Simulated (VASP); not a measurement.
# TaN (P6_3/mmc) in VASP: a series of runs

Runs on TaN. Level: PBEsol. Tasks: single point.

All numbers are computed with VASP 6.6.1; they aren't measurements. Logs are shortened: lines on timing, memory, paths and dates and some standing lists are left out, and cuts for length are marked.

### Step 1. The cell of the first run

Symmetry: P6_3/mmc, No. 194, hexagonal system. Conventional cell: a = 3.058 Å, b = 3.058 Å, c = 4.934 Å, α = 90.00°, β = 90.00°, γ = 120.00°. Within 2.9 Å of Ta (site symmetry -3m) lie 6 N at 2.15 Å and 2 Ta at 2.47 Å. N (site symmetry -6m2) has 6 Ta at 2.15 Å within 2.9 Å.

### Step 2. Single point, PBEsol (volume scaled by 1.01)

Contents of INCAR:

```
SYSTEM = TaN
ALGO = Normal ; EDIFF = 1E-6
ENCUT = 520 ; GGA = PS
ISIF = 2 ; ISMEAR = -1
LASPH = .True. ; LCHARG = .False.
LREAL = .False. ; LWAVE = .False.
NBANDS = 24 ; NELM = 60
PREC = Accurate ; SIGMA = 0.01
```

Contents of KPOINTS:

```
k-points
0
Gamma
  11 11 6
  0 0 0
```

Contents of POSCAR:

```
TaN
1.0
    3.0581283054      0.0000000000      0.0000000000
   -1.5290641527      2.6484168005      0.0000000000
    0.0000000000      0.0000000000      4.9343389905
Ta N
2 2
Direct
    0.0000000000      0.0000000000      0.0000000000
    0.0000000000      0.0000000000      0.5000000000
    0.3333333333      0.6666666667      0.2500000000
    0.6666666667      0.3333333333      0.7500000000
```

Potentials or basis: VASP PAW PBE potentials, release 64 (Ta_pv, N).

The run is started by

```bash
$ cat potpaw_PBE.64/Ta_pv/POTCAR potpaw_PBE.64/N/POTCAR > POTCAR
$ mpirun -np 1 vasp_std > vasp.out
```

OUTCAR:

```text
SYSTEM = TaN
   EDIFF = 1E-6
   ENCUT = 520
   GGA = PS
   ISIF = 2
   ISMEAR = -1
   LASPH = .True.
   LREAL = .False.
   NELM = 60
   PREC = Accurate

 ion  position               nearest neighbor table
   1  0.000  0.000  0.000-   3 2.15   4 2.15   3 2.15   4 2.15   4 2.15   3 2.15   2 2.47   2 2.47

   2  0.000  0.000  0.500-   3 2.15   4 2.15   3 2.15   4 2.15   4 2.15   3 2.15   1 2.47   1 2.47

   3  0.333  0.667  0.250-   1 2.15   2 2.15   1 2.15   2 2.15   1 2.15   2 2.15
   4  0.667  0.333  0.750-   1 2.15   2 2.15   1 2.15   2 2.15   1 2.15   2 2.15

  LATTYP: Found a hexagonal cell.
 ALAT       =     3.0581283054
 C/A-ratio  =     1.6135160130

  Lattice vectors:

 A1 = (   3.0581283054,   0.0000000000,   0.0000000000)
 A2 = (  -1.5290641527,   2.6484168005,   0.0000000000)
 A3 = (   0.0000000000,   0.0000000000,   4.9343389905)

Analysis of symmetry for initial positions (statically):
=====================================================================
 Subroutine PRICEL returns:
 Original cell was already a primitive cell.

 Routine SETGRP: Setting up the symmetry group for a
 hexagonal supercell.

 Subroutine GETGRP returns: Found 24 space group operations
 (whereof 12 operations were pure point group operations)
 out of a pool of 24 trial point group operations.

The static configuration has the point symmetry D_3d.
 The point group associated with its full space group is D_6h.

Analysis of symmetry for dynamics (positions and initial velocities):
=====================================================================
 Subroutine PRICEL returns:
 Original cell was already a primitive cell.

 Routine SETGRP: Setting up the symmetry group for a
 hexagonal supercell.

 Subroutine GETGRP returns: Found 24 space group operations
 (whereof 12 operations were pure point group operations)
 out of a pool of 24 trial point group operations.

The dynamic configuration has the point symmetry D_3d.
 The point group associated with its full space group is D_6h.

 Subroutine INISYM returns: Found 24 space group operations
 (whereof 12 operations are pure point group operations),
 and found     1 'primitive' translations

----------------------------------------------------------------------------------------

                                     Primitive cell

  volume of cell :      39.9642

  direct lattice vectors                    reciprocal lattice vectors
     3.058128305  0.000000000  0.000000000     0.326997398  0.188792036  0.000000000
    -1.529064153  2.648416801  0.000000000     0.000000000  0.377584072  0.000000000
     0.000000000  0.000000000  4.934338990     0.000000000  0.000000000  0.202661390

  length of vectors
     3.058128305  3.058128305  4.934338990     0.377584072  0.377584072  0.202661390

  position of ions in fractional coordinates (direct lattice)
     0.000000000  0.000000000  0.000000000
     0.000000000  0.000000000  0.500000000
     0.333333333  0.666666667  0.250000000
     0.666666667  0.333333333  0.750000000

  ion indices of the primitive-cell ions
   primitive index   ion index
                 1           1
                 2           2
                 3           3
                 4           4

----------------------------------------------------------------------------------------

 KPOINTS: k-points

Automatic generation of k-mesh.
 Grid dimensions read from file:
 generate k-points for:   11   11    6

 Generating k-lattice:

  Cartesian coordinates                     Fractional coordinates (reciprocal lattice)
     0.029727036  0.017162912  0.000000000     0.090909091 -0.000000000  0.000000000
     0.000000000  0.034325825  0.000000000     0.000000000  0.090909091  0.000000000
     0.000000000  0.000000000  0.033776898     0.000000000  0.000000000  0.166666667

  Length of vectors
     0.034325825  0.034325825  0.033776898

  Shift w.r.t. Gamma in fractional coordinates (k-lattice)
     0.000000000  0.000000000  0.000000000

 Subroutine IBZKPT returns following result:
 ===========================================

 Found     64 irreducible k-points:

 Following reciprocal coordinates:
            Coordinates               Weight
  0.000000  0.000000  0.000000      1.000000
  0.090909  0.000000  0.000000      6.000000
  0.181818 -0.000000  0.000000      6.000000
  0.272727 -0.000000  0.000000      6.000000
  0.363636 -0.000000  0.000000      6.000000
  0.454545 -0.000000  0.000000      6.000000
[... 16 lines left out ...]
  0.090909  0.090909  0.166667     12.000000
  0.181818  0.090909  0.166667     24.000000
 [... further k-points ...]
   k-points           NKPTS =     64   k-points in BZ     NKDIM =     64   number of bands    NBANDS=     24
   number of dos      NEDOS =    301   number of ions     NIONS =      4
   total plane-waves  NPLWV =  23040
   dimension x,y,z NGX =    24 NGY =   24 NGZ =   40
   dimension x,y,z NGXF=    48 NGYF=   48 NGZF=   80
   ions per type =               2   2
   NGX,Y,Z   is equivalent  to a cutoff of  13.05, 13.05, 13.48 a.u.
   NGXF,Y,Z  is equivalent  to a cutoff of  26.09, 26.09, 26.95 a.u.
 SYSTEM =  TaN
   PREC   = accura    normal or accurate (medium, high low for compatibility)
   ISTART =      0    job   : 0-new  1-cont  2-samecut
   ICHARG =      2    charge: 1-file 2-atom 10-const
   ISPIN  =      1    spin polarized calculation?
   LNONCOLLINEAR =      F non collinear calculations
   LSORBIT =      F    spin-orbit coupling
   LASPH  =      T    aspherical Exc in radial PAW
   ENCUT  =  520.0 eV  38.22 Ry    6.18 a.u.   5.69  5.69  9.17*2*pi/ulx,y,z
   NELM   =     60;   NELMIN=  2; NELMDL= -5     # of ELM steps
   EDIFF  = 0.1E-05   stopping-criterion for ELM
   LREAL  =      F    real-space projection
   EDIFFG = 0.1E-04   stopping-criterion for IOM
   NSW    =      0    number of steps for IOM
   IBRION =     -1    ionic relax: 0-MD 1-quasi-New 2-CG
   NFREE  =      0    steps in history (QN), initial steepest desc. (CG)
   ISIF   =      2    stress and relaxation
   ISYM   =      2    0-nonsym 1-usesym 2-fastsym
   POTIM  = 0.5000    time-step for ionic-motion
   TEBEG  =    0.0;   TEEND  =   0.0 temperature during run
   PSTRESS=    0.0 pullay stress
   NELECT =      32.0000    total number of electrons
   NUPDOWN=      -1.0000    fix difference up-down
   EMIN   =  10.00;   EMAX   =-10.00  energy-range for DOS
   EFERMI =   0.00;   METHOD = LEGACY
   ISMEAR =    -1;   SIGMA  =   0.01  broadening in eV -4-tet -1-fermi 0-gaus
   EFERMI_NEDOS =   21; number of points for ismear=-14 and -15
   IALGO  =     38    algorithm
   IMIX   =      4    mixing-type and parameters
     AMIX     =   0.40;   BMIX     =  1.00
     AMIX_MAG =   1.60;   BMIX_MAG =  1.00
  volume/ion in A,a.u.               =       9.99        67.42
  Fermi-wavevector in a.u.,A,eV,Ry     =   1.520201  2.872764 31.443234  2.311013
  Thomas-Fermi vector in A             =   2.629084
   LORBIT       =      0    0 simple, 1 ext, 2 COOP (PROOUT), +10 PAW based schemes
   GGA     = PS    functional components
   LHFCALC =     F    Hartree Fock is set to
   AEXX    =    0.0000 exact exchange contribution
   IVDW    =     0    specifies the selected vdW correction
   LEPSILON=     F    determine dielectric tensor
   LRPA    =     F    only Hartree local field effects (RPA)
 non-spin polarized calculation
  energy-cutoff  :      520.00
  volume of cell :       39.96
 maximum number of plane-waves:      1093
 NGX is ok and might be reduce to    24
   NGX = 11   NGY = 11   NGZ = 19

 number of electron      32.0000003 magnetization

 Free energy of the ion-electron system (eV)
  ---------------------------------------------------
  ext. energy  EPLUGINS =         0.00000000
  ---------------------------------------------------
  free energy    TOTEN  =       -44.43198175 eV

  energy without entropy =      -44.43139157  energy(sigma->0) =      -44.43168666

 E-fermi :   9.6484     XC(G=0): -13.8489

 val. band max:        9.6336181206   @ k =   0.1818  -0.0000   0.0000
 cond. band min:       9.6692004952   @ k =   0.0909   0.0000   0.5000
 fundamental gap:      0.0355823746
 Fermi energy:         9.6484476514

 k-point     1 :       0.0000    0.0000    0.0000
  band No.  band energies     occupation
      1     -27.4863      2.00000
      2     -25.6696      2.00000
      3     -25.6696      2.00000
      4     -25.3021      2.00000
      5     -25.3021      2.00000
      6     -24.5112      2.00000
[... 16 lines left out ...]
     23      14.5934      0.00000
     24      16.2337      0.00000

 k-point     2 :       0.0909    0.0000    0.0000
  band No.  band energies     occupation
      1     -27.4687      2.00000
      2     -25.7458      2.00000
      3     -25.6854      2.00000
      4     -25.3602      2.00000
      5     -25.3147      2.00000
      6     -24.5043      2.00000
[... 16 lines left out ...]
     23      14.7189      0.00000
     24      16.1729      0.00000

 k-point     3 :       0.1818   -0.0000    0.0000
  band No.  band energies     occupation
      1     -27.4212      2.00000
      2     -25.9443      2.00000
      3     -25.7275      2.00000
      4     -25.5134      2.00000
      5     -25.3481      2.00000
      6     -24.4860      2.00000
[... 16 lines left out ...]
     23      16.0483      0.00000
     24      16.1677      0.00000

 k-point     4 :       0.2727   -0.0000    0.0000
  band No.  band energies     occupation
      1     -27.3582      2.00000
      2     -26.1929      2.00000
      3     -25.7821      2.00000
      4     -25.7084      2.00000
      5     -25.3916      2.00000
      6     -24.4619      2.00000
[... 16 lines left out ...]
     23      16.5370      0.00000
     24      16.5798      0.00000

 k-point     5 :       0.3636   -0.0000    0.0000
  band No.  band energies     occupation
      1     -27.2998      2.00000
      2     -26.4110      2.00000
      3     -25.8823      2.00000
      4     -25.8316      2.00000
      5     -25.4312      2.00000
      6     -24.4396      2.00000
[... 451 lines left out ...]
 k-point    22 :       0.4545   -0.0000    0.1667
  band No.  band energies     occupation
      1     -27.1003      2.00000
      2     -26.5010      2.00000
      3     -26.0227      2.00000
      4     -25.8346      2.00000
      5     -25.4829      2.00000
      6     -24.6487      2.00000
[... 16 lines left out ...]
     23      15.9820      0.00000
     24      16.6713      0.00000

 k-point    23 :       0.0909    0.0909    0.1667
  band No.  band energies     occupation
      1     -27.2675      2.00000
      2     -25.8522      2.00000
      3     -25.6947      2.00000
      4     -25.4909      2.00000
      5     -25.3676      2.00000
      6     -24.7254      2.00000
[... 16 lines left out ...]
     23      15.1621      0.00000
     24      15.7403      0.00000

 k-point    24 :       0.1818    0.0909    0.1667
  band No.  band energies     occupation
      1     -27.2137      2.00000
      2     -26.0611      2.00000
      3     -25.7539      2.00000
      4     -25.6591      2.00000
      5     -25.4160      2.00000
      6     -24.7002      2.00000
[... 16 lines left out ...]
     23      15.8147      0.00000
     24      16.2628      0.00000

 [... further k-points ...]
[... 5 lines left out ...]
  --------------------------------------------------------------------------------------
  -------------------------------------------------------------------------------------
  Total        4.5908695      4.5908695     24.3612901     -0.0000000      0.0000000      0.0000000
  in kB      184.0494433    184.0494433    976.6520066     -0.0000000      0.0000000      0.0000000
  external PRESSURE =     448.2502978 kB  Pullay stress =       0.0000000 kB

 VOLUME and BASIS-vectors are now :
 -----------------------------------------------------------------------------
  energy-cutoff  :      520.00
  volume of cell :       39.96
      direct lattice vectors                 reciprocal lattice vectors
     3.058128305  0.000000000  0.000000000     0.326997398  0.188792036  0.000000000
    -1.529064153  2.648416801  0.000000000     0.000000000  0.377584072  0.000000000
     0.000000000  0.000000000  4.934338990     0.000000000  0.000000000  0.202661390

 POSITION                                       TOTAL-FORCE (eV/Angst)
 -----------------------------------------------------------------------------------
      0.00000      0.00000      0.00000         0.000000     -0.000000      0.000000
      0.00000      0.00000      2.46717         0.000000     -0.000000      0.000000
     -0.00000      1.76561      1.23358         0.000000      0.000000      0.000000
      1.52906      0.88281      3.70075        -0.000000     -0.000000      0.000000
 -----------------------------------------------------------------------------------
    total drift:                               -0.000000      0.000000      0.000000

  FREE ENERGIE OF THE ION-ELECTRON SYSTEM (eV)
  ---------------------------------------------------
  free  energy   TOTEN  =       -44.4319817452 eV

  energy  without entropy=      -44.4313915660  energy(sigma->0) =      -44.43168666
```

Run time: 55 s. Hardware: 1 thread of Intel Xeon Platinum 8175M at 2.50GHz (Skylake/Cascade Lake), shared host; peak memory 0.19 GiB.

What came out:

```yaml
Free_energy: -44.4320 eV
Pressure: 44.8 GPa
Band_gap_on_the_k_mesh: zero (band 16 reaches 10.33 eV, above the bottom of band 17 at 7.76 eV)
```

Levels at points of the mesh, in eV from the Fermi level:
```csv
k point,band 14,band 15,band 16,band 17,band 18,band 19
"(0.00, 0.00, 0.00)",-3.62,-3.60,-1.89,-1.89,-0.67,-0.67
"(0.00, 0.00, 0.50)",-6.36,-0.03,-0.03,-0.03,-0.03,-0.02
```

Caveat: the PAW data sets were made with another functional, which shifts forces and pressure a little; spin-orbit coupling is left out, which moves the levels of the heavy elements.

### Step 3. Single point, PBEsol (volume scaled by 1.04)

Contents of INCAR:

```
SYSTEM = TaN
PREC = Accurate ; ENCUT = 520
EDIFF = 1E-6 ; ISMEAR = -1
SIGMA = 0.01 ; LREAL = .False.
LASPH = .True. ; NELM = 60
ALGO = Normal ; ISIF = 2
LWAVE = .False. ; LCHARG = .False.
GGA = PS ; NBANDS = 24
```

Contents of KPOINTS:

```
regular mesh
0
Gamma
  11 11 6
  0 0 0
```

Contents of POSCAR:

```
TaN
1.0
    3.0881118675      0.0000000000      0.0000000000
   -1.5440559337      2.6743833269      0.0000000000
    0.0000000000      0.0000000000      4.9827179480
Ta N
2 2
Direct
    0.0000000000      0.0000000000      0.0000000000
    0.0000000000      0.0000000000      0.5000000000
    0.3333333333      0.6666666667      0.2500000000
    0.6666666667      0.3333333333      0.7500000000
```

Potentials or basis: VASP PAW PBE potentials, release 64 (Ta_pv, N).

The run is started by

```bash
$ cat potpaw_PBE.64/Ta_pv/POTCAR potpaw_PBE.64/N/POTCAR > POTCAR
$ mpirun -np 1 vasp_std > vasp.out
```

It took 52 s on 1 thread of Intel Xeon Platinum 8175M at 2.50GHz (Skylake/Cascade Lake), shared host; peak memory 0.19 GiB.

The run converged. Its results:

```yaml
Free_energy: -44.7120 eV
Pressure: 30.8 GPa
Band_gap_on_the_k_mesh: zero (band 16 reaches 9.97 eV, above the bottom of band 17 at 7.51 eV)
```

Stress tensor (GPa, compression positive):
```
 6.78  0.00  0.00
 0.00  6.78  0.00
 0.00  0.00 78.88
```

Levels at points of the mesh, in eV from the Fermi level:
| k point | band 13 | band 14 | band 15 | band 16 | band 17 | band 18 | band 19 | band 20 |
| --- | --- | --- | --- | --- | --- | --- | --- | --- |
| (0.00, 0.00, 0.00) | -3.54 | -3.54 | -3.53 | -1.81 | -1.81 | -0.64 | -0.64 | 2.42 |
| (0.00, 0.00, 0.50) | -6.19 | -6.19 | -0.06 | -0.06 | -0.03 | -0.03 | -0.03 | -0.03 |

Caveat: the PAW data sets were made with another functional, which shifts forces and pressure a little; spin-orbit coupling is left out, which moves the levels of the heavy elements.
